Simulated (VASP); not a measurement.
# Ni (P6/mmm) in VASP: notebook, part 2 of 2

VASP 6.6.1. Earlier steps stand in the parts before.

## (3) Single point, LDA, collinear spin, ferromagnetic start

INCAR reads:

```
ALGO = Normal
EDIFF = 1E-6
ENCUT = 520
ISIF = 2
ISMEAR = -1
ISPIN = 2
LASPH = T
LCHARG = F
LMAXMIX = 4
LORBIT = 11
LREAL = F
LWAVE = F
MAGMOM = 1
NBANDS = 15
NELM = 150
PREC = Accurate
SIGMA = 0.05
```

KPOINTS reads:

```
k-points
0
Gamma
  22 22 20
```

POSCAR reads:

```
Ni
1.0
    1.9780132408      0.0000000000      0.0000000000
   -0.9890066204      1.7130097155      0.0000000000
    0.0000000000      0.0000000000      1.8885023016
Ni
1
Direct
    0.0000000000      0.0000000000      0.0000000000
```

Potentials or basis: VASP PAW LDA potentials, release 64 (Ni).

Command:

```
$ cat potpaw_LDA.64/Ni/POTCAR > POTCAR
$ mpirun -np 1 vasp_std > vasp.out
```

OUTCAR:

```text
EDIFF = 1E-6
   ENCUT = 520
   ISIF = 2
   ISMEAR = -1
   ISPIN = 2
   LASPH = T
   LORBIT = 11
   LREAL = F
   NELM = 150
   PREC = Accurate

 ion  position               nearest neighbor table
   1  0.000  0.000  0.000-

  LATTYP: Found a hexagonal cell.
 ALAT       =     1.9780132408
 C/A-ratio  =     0.9547470475

  Lattice vectors:

 A1 = (   1.9780132408,   0.0000000000,   0.0000000000)
 A2 = (  -0.9890066204,   1.7130097155,   0.0000000000)
 A3 = (   0.0000000000,   0.0000000000,   1.8885023016)

Analysis of symmetry for initial positions (statically):
=====================================================================
 Subroutine PRICEL returns:
 Original cell was already a primitive cell.

 Routine SETGRP: Setting up the symmetry group for a
 hexagonal supercell.

 Subroutine GETGRP returns: Found 24 space group operations
 (whereof 24 operations were pure point group operations)
 out of a pool of 24 trial point group operations.

The static configuration has the point symmetry D_6h.

Analysis of symmetry for dynamics (positions and initial velocities):
=====================================================================
 Subroutine PRICEL returns:
 Original cell was already a primitive cell.

 Routine SETGRP: Setting up the symmetry group for a
 hexagonal supercell.

 Subroutine GETGRP returns: Found 24 space group operations
 (whereof 24 operations were pure point group operations)
 out of a pool of 24 trial point group operations.

The dynamic configuration has the point symmetry D_6h.

Analysis of structural, dynamic, and magnetic symmetry:
=====================================================================
 Subroutine PRICEL returns:
 Original cell was already a primitive cell.

 Routine SETGRP: Setting up the symmetry group for a
 hexagonal supercell.

 Subroutine GETGRP returns: Found 24 space group operations
 (whereof 24 operations were pure point group operations)
 out of a pool of 24 trial point group operations.

The overall configuration has the point symmetry D_6h.

 Subroutine INISYM returns: Found 24 space group operations
 (whereof 24 operations are pure point group operations),
 and found     1 'primitive' translations

----------------------------------------------------------------------------------------

                                     Primitive cell

  volume of cell :       6.3989

  direct lattice vectors                    reciprocal lattice vectors
     1.978013241  0.000000000  0.000000000     0.505557789  0.291883925  0.000000000
    -0.989006620  1.713009715  0.000000000     0.000000000  0.583767851  0.000000000
     0.000000000  0.000000000  1.888502302     0.000000000  0.000000000  0.529520138

  length of vectors
     1.978013241  1.978013241  1.888502302     0.583767851  0.583767851  0.529520138

  position of ions in fractional coordinates (direct lattice)
     0.000000000  0.000000000  0.000000000

  ion indices of the primitive-cell ions
   primitive index   ion index
                 1           1

----------------------------------------------------------------------------------------

 KPOINTS: k-points

Automatic generation of k-mesh.
 Grid dimensions read from file:
 generate k-points for:   22   22   20

 Generating k-lattice:

  Cartesian coordinates                     Fractional coordinates (reciprocal lattice)
     0.022979899  0.013267451  0.000000000     0.045454545  0.000000000  0.000000000
     0.000000000  0.026534902  0.000000000     0.000000000  0.045454545  0.000000000
     0.000000000  0.000000000  0.026476007     0.000000000  0.000000000  0.050000000

[... 66 lines left out ...]
   PSTRESS=    0.0 pullay stress
   NELECT =      10.0000    total number of electrons
   NUPDOWN=      -1.0000    fix difference up-down
   EMIN   =  10.00;   EMAX   =-10.00  energy-range for DOS
   EFERMI =   0.00;   METHOD = LEGACY
   ISMEAR =    -1;   SIGMA  =   0.05  broadening in eV -4-tet -1-fermi 0-gaus
   EFERMI_NEDOS =   21; number of points for ismear=-14 and -15
   IALGO  =     38    algorithm
   IMIX   =      4    mixing-type and parameters
     AMIX     =   0.40;   BMIX     =  1.00
     AMIX_MAG =   1.60;   BMIX_MAG =  1.00
  volume/ion in A,a.u.               =       6.40        43.18
  Fermi-wavevector in a.u.,A,eV,Ry     =   1.899792  3.590086 49.106263  3.609208
  Thomas-Fermi vector in A             =   2.939049
   LORBIT       =     11    0 simple, 1 ext, 2 COOP (PROOUT), +10 PAW based schemes
   GGA     = CA    functional components
   LHFCALC =     F    Hartree Fock is set to
   AEXX    =    0.0000 exact exchange contribution
   IVDW    =     0    specifies the selected vdW correction
   LEPSILON=     F    determine dielectric tensor
   LRPA    =     F    only Hartree local field effects (RPA)
 spin polarized calculation
  energy-cutoff  :      520.00
  volume of cell :        6.40
 maximum number of plane-waves:       184
 NGX is ok and might be reduce to    16
   NGX =  7   NGY =  7   NGZ =  7

 number of electron      10.0000009 magnetization      -0.0009014

 number of electron      10.0000009 magnetization       0.0007553

 Free energy of the ion-electron system (eV)
  ---------------------------------------------------
  ext. energy  EPLUGINS =         0.00000000
  ---------------------------------------------------
  free energy    TOTEN  =        -2.91497983 eV

  energy without entropy =       -2.90716797  energy(sigma->0) =       -2.91107390

 E-fermi :  19.4522     XC(G=0): -16.9782

 val. band max:       19.4480110259   @ k =   0.4545   0.0909   0.3500
 cond. band min:      19.4534298646   @ k =   0.0909   0.0455   0.1000
 fundamental gap:      0.0054188388
 Fermi energy:        19.4521603024

 spin component 1

 k-point     1 :       0.0000    0.0000    0.0000
  band No.  band energies     occupation
      1       6.2722      1.00000
      2      11.4814      1.00000
      3      15.1432      1.00000
      4      15.1432      1.00000
      5      19.8140      0.00072
      6      19.8140      0.00072
      7      46.8507      0.00000
      8      47.4780      0.00000
      9      56.0059      0.00000
     10      58.4248      0.00000
     11      58.4248      0.00000
     12      60.6934      0.00000
     13      60.6934      0.00000
     14      64.0000      0.00000
[... 403 lines left out ...]
      4      16.7118      1.00000
      5      18.7678      1.00000
      6      19.5841      0.06669
      7      43.4197      0.00000
      8      47.8579      0.00000
      9      50.1016      0.00000
     10      55.2383      0.00000
     11      56.0574      0.00000
     12      63.7566      0.00000
     13      66.6141      0.00000
     14      72.3017      0.00000
     15      75.1394      0.00000

 [... further k-points ...]

 spin component 2

 k-point     1 :       0.0000    0.0000    0.0000
  band No.  band energies     occupation
      1       6.2726      1.00000
      2      11.4815      1.00000
      3      15.1435      1.00000
      4      15.1435      1.00000
      5      19.8143      0.00071
      6      19.8143      0.00071
      7      46.8511      0.00000
      8      47.4784      0.00000
      9      56.0064      0.00000
     10      58.4252      0.00000
     11      58.4252      0.00000
     12      60.6938      0.00000
     13      60.6938      0.00000
     14      64.0016      0.00000
[... 403 lines left out ...]
      4      16.7121      1.00000
      5      18.7680      1.00000
      6      19.5843      0.06638
      7      43.4201      0.00000
      8      47.8583      0.00000
      9      50.1020      0.00000
     10      55.2387      0.00000
     11      56.0578      0.00000
     12      63.7581      0.00000
     13      66.6148      0.00000
     14      72.3021      0.00000
     15      75.1398      0.00000

 [... further k-points ...]
[... 5 lines left out ...]
  --------------------------------------------------------------------------------------
  -------------------------------------------------------------------------------------
  Total       15.5142812     15.5142812     15.1356331      0.0000000      0.0000000     -0.0000000
  in kB     3884.5051648   3884.5051646   3789.6982935      0.0000000      0.0000000     -0.0000000
  external PRESSURE =    3852.9028743 kB  Pullay stress =       0.0000000 kB

 VOLUME and BASIS-vectors are now :
 -----------------------------------------------------------------------------
  energy-cutoff  :      520.00
  volume of cell :        6.40
      direct lattice vectors                 reciprocal lattice vectors
     1.978013241  0.000000000  0.000000000     0.505557789  0.291883925  0.000000000
    -0.989006620  1.713009715  0.000000000     0.000000000  0.583767851  0.000000000
     0.000000000  0.000000000  1.888502302     0.000000000  0.000000000  0.529520138

 POSITION                                       TOTAL-FORCE (eV/Angst)
 -----------------------------------------------------------------------------------
      0.00000      0.00000      0.00000         0.000000      0.000000      0.000000
 -----------------------------------------------------------------------------------
    total drift:                               -0.000000      0.000000     -0.000000

  FREE ENERGIE OF THE ION-ELECTRON SYSTEM (eV)
  ---------------------------------------------------
  free  energy   TOTEN  =        -2.9149798266 eV

  energy  without entropy=       -2.9071679715  energy(sigma->0) =       -2.91107390

 total charge

# of ion       s       p       d       tot
------------------------------------------
    1        0.858   1.161   9.030  11.049

 magnetization (x)

# of ion       s       p       d       tot
------------------------------------------
    1        0.000   0.000   0.000   0.000
```

stdout:

```text
POSCAR found type information on POSCAR Ni
 POSCAR found :  1 types and       1 ions
 scaLAPACK will be used
 LDA part: xc-table for (Slater(with rela. corr.)+CA(PZ))
 , standard interpolation
 POSCAR, INCAR and KPOINTS ok, starting setup
 FFT: planning ... GRIDC
 FFT: planning ... GRID_SOFT
 FFT: planning ... GRID
 WAVECAR not read
 entering main loop
```

It took 76 s on 1 thread of Intel Xeon Platinum 8259CL at 2.50GHz (Skylake/Cascade Lake), shared host; peak memory 0.19 GiB.

What came out:

| Property | Result |
| --- | --- |
| Free energy | -2.9150 eV |
| Pressure | 385.3 GPa |
| Band gap on the k mesh | zero (filled and empty bands overlap) |
| Net moment | 0.00 μB per cell |

Stress tensor (GPa, compression positive):
```
388.45   0.00   0.00
  0.00 388.45   0.00
  0.00   0.00 378.97
```

## (4) Relaxation of cell and atoms, LDA, collinear spin, ferromagnetic start, target pressure 390 GPa, at which the enthalpy is minimised

INCAR reads:

```
PREC = Accurate ; ENCUT = 600
EDIFF = 1E-7 ; ISMEAR = -1
SIGMA = 0.05 ; LREAL = False
LASPH = True ; NELM = 150
ALGO = Normal ; ISIF = 3
LWAVE = False ; LCHARG = False
ISPIN = 2 ; MAGMOM = 1
LORBIT = 11 ; LMAXMIX = 4
GGA = CA ; IBRION = 2
NSW = 32 ; EDIFFG = -0.005
PSTRESS = 3900.0
```

KPOINTS reads:

```
regular mesh
0
Gamma
  22 22 20
```

POSCAR reads:

```
Ni
1.0
    1.9775877420      0.0000000000      0.0000000000
   -0.9887938710      1.7126412228      0.0000000000
    0.0000000000      0.0000000000      1.8872973656
Ni
1
Direct
    0.0000000000      0.0000000000      0.0000000000
```

Command:

```
$ cat potpaw_LDA.64/Ni/POTCAR > POTCAR
$ mpirun -np 1 vasp_std > vasp.out
```

Wall time 68 s (1 thread of Intel Xeon 6975P-C (Granite Rapids), shared host); peak memory 0.2 GiB.

The run converged. Its results:

* Free energy: -2.8678 eV
* Relaxed volume: 6.38 Å³/atom
* Relaxed cell: a = 1.978 Å, b = 1.978 Å, c = 1.882 Å, α = 90.00°, β = 90.00°, γ = 120.00°
* Space group after relaxing (to 0.05 Å): P6/mmm (No. 191)
* Energy change on relaxing (the enthalpy is what falls): +31.4 meV/atom
* Ionic steps: 6
* Pressure after relaxing: 390.0 GPa
* Band gap on the k mesh: zero (filled and empty bands overlap)
* Net moment: 0.00 μB per cell

Stress tensor (GPa, compression positive):
```
390.02   0.00   0.00
  0.00 390.02   0.00
  0.00   0.00 389.90
```

Step by step:
```tsv
step	energy change (eV)	largest force (eV/Å)	pressure (GPa)	volume (Å³)
1	0.0000	0.0000	386.84	6.39
2	0.2976	0.0000	416.40	6.28
3	0.0429	0.0000	391.20	6.37
4	-0.0262	0.0000	383.73	6.40
5	0.0312	0.0000	389.85	6.38
6	0.0314	0.0000	389.98	6.38
```

Final structure:
```
Ni
1.0
     1.97839    0.00000    0.00000
    -0.98919    1.71333    0.00000
     0.00000    0.00000    1.88191
Ni
1
Cartesian
  0.0000 0.0000 0.0000
```

Levels at points of the mesh, in eV from the Fermi level:
Spin up:
| k point | band 1 | band 2 | band 3 | band 4 | band 5 | band 6 | band 7 | band 8 | band 9 | band 10 |
| --- | --- | --- | --- | --- | --- | --- | --- | --- | --- | --- |
| (0.00, 0.00, 0.00) | -13.21 | -8.02 | -4.33 | -4.33 | 0.37 | 0.37 | 27.63 | 27.96 | 36.77 | 38.92 |
| (0.50, 0.00, 0.00) | -9.29 | -6.42 | -2.46 | -1.39 | -0.20 | 0.55 | 10.78 | 24.05 | 34.17 | 34.30 |
| (0.00, 0.00, 0.50) | -7.53 | -3.58 | -3.58 | -3.46 | -2.23 | -2.23 | 8.84 | 35.08 | 39.32 | 39.32 |
| (0.50, 0.00, 0.50) | -9.78 | -7.30 | -3.48 | 0.78 | 1.75 | 9.36 | 9.70 | 18.47 | 24.64 | 30.73 |
Spin down:
| k point | band 2 | band 3 | band 4 | band 5 | band 6 | band 7 | band 8 | band 9 |
| --- | --- | --- | --- | --- | --- | --- | --- | --- |
| (0.00, 0.00, 0.00) | -8.02 | -4.33 | -4.33 | 0.37 | 0.37 | 27.63 | 27.96 | 36.77 |
| (0.50, 0.00, 0.00) | -6.42 | -2.46 | -1.39 | -0.20 | 0.55 | 10.78 | 24.05 | 34.17 |
| (0.00, 0.00, 0.50) | -3.58 | -3.58 | -3.46 | -2.23 | -2.23 | 8.84 | 35.08 | 39.32 |
| (0.50, 0.00, 0.50) | -7.30 | -3.48 | 0.78 | 1.75 | 9.36 | 9.70 | 18.47 | 24.64 |

Caveat: the cell is relaxed towards a set pressure, so the enthalpy falls and the energy may rise.

## (5) Single point, LDA, collinear spin, ferromagnetic start

INCAR reads:

```
ALGO = Normal
EDIFF = 1E-6
ENCUT = 590
GGA_COMPAT = False
ISIF = 2
ISMEAR = -1
ISPIN = 2
LASPH = True
LCHARG = True
LELF = True
LMAXMIX = 4
LORBIT = 11
LREAL = False
LVHAR = True
LWAVE = False
MAGMOM = 1
NBANDS = 19
NELM = 200
PREC = Accurate
SIGMA = 0.05
```

KPOINTS reads:

```
k-points
0
Gamma
  22 22 20
```

POSCAR is that of step 4.

Potentials or basis: VASP PAW LDA potentials, release 64 (Ni_sv_GW).

Command:

```
$ cat potpaw_LDA.64/Ni_sv_GW/POTCAR > POTCAR
$ mpirun -np 1 vasp_std > vasp.out
```

Wall time 67 s (1 thread of Intel Xeon 6975P-C (Granite Rapids), shared host); peak memory 0.25 GiB.

Results (log left out):

| Property | Result |
| --- | --- |
| Free energy | -3.6621 eV |
| Pressure | 389.3 GPa |
| Band gap on the k mesh | zero (filled and empty bands overlap) |
| Net moment | 0.00 μB per cell |
| Valence electrons inside the program's atomic spheres | Ni 17.39 |

Stress tensor (GPa, compression positive):
```
388.99   0.00   0.00
  0.00 388.99   0.00
  0.00   0.00 389.90
```

Levels at points of the mesh, in eV from the Fermi level:
Spin up:
```csv
k point,band 5,band 6,band 7,band 8,band 9,band 10,band 11,band 12,band 13,band 14
"(0.00, 0.00, 0.00)",-13.12,-8.00,-4.32,-4.32,0.34,0.34,27.44,27.78,35.65,39.03
"(0.50, 0.00, 0.00)",-9.22,-6.37,-2.50,-1.26,-0.22,0.57,10.77,24.12,33.66,33.80
"(0.00, 0.00, 0.50)",-7.44,-3.60,-3.60,-3.43,-2.21,-2.21,8.75,34.64,39.05,39.05
"(0.50, 0.00, 0.50)",-9.70,-7.28,-3.45,0.78,1.76,9.40,9.80,18.28,24.35,30.63
```
Spin down:
```tsv
k point	band 5	band 6	band 7	band 8	band 9	band 10	band 11	band 12	band 13	band 14
(0.00, 0.00, 0.00)	-13.12	-8.00	-4.32	-4.32	0.34	0.34	27.44	27.78	35.65	39.03
(0.50, 0.00, 0.00)	-9.22	-6.37	-2.50	-1.26	-0.22	0.57	10.77	24.12	33.66	33.80
(0.00, 0.00, 0.50)	-7.44	-3.60	-3.60	-3.43	-2.21	-2.21	8.75	34.64	39.05	39.05
(0.50, 0.00, 0.50)	-9.70	-7.28	-3.45	0.78	1.76	9.40	9.80	18.28	24.35	30.63
```

## (6) Overview

```csv
task,potentials or basis,cell,cutoff (eV),second run,gap on the mesh (eV),pressure (GPa),moment (μB)
single point,"VASP PAW LDA potentials, release 64 (Ni)","a = 1.978, b = 1.978, c = 1.887 Å, angles 90.0, 90.0, 120.0°, 1 atom",520,-,none,387.1,0.00
single point,"VASP PAW LDA potentials, release 64 (Ni)","a = 1.978, b = 1.978, c = 1.889 Å, angles 90.0, 90.0, 120.0°, 1 atom",520,-,none,385.3,0.00
relaxation of cell and atoms,"VASP PAW LDA potentials, release 64 (Ni)","relaxed to 390 GPa from a = 1.978, b = 1.978, c = 1.887 Å, angles 90.0, 90.0, 120.0°, 1 atom",600,-,none,390.0,0.00
single point,"VASP PAW LDA potentials, release 64 (Ni_sv_GW)","a = 1.978, b = 1.978, c = 1.887 Å, angles 90.0, 90.0, 120.0°, 1 atom",590,valence_matched,none,389.3,0.00
```

Alike in all rows: level LDA; spin collinear, ferromagnetic start; k mesh 22 × 22 × 20; smearing fermi-dirac 0.05 eV.

Caveats: the cell is relaxed towards a set pressure, so the enthalpy falls and the energy may rise (some runs).

Total energies depend on the potentials used, so only differences within one code and one set of settings carry meaning.
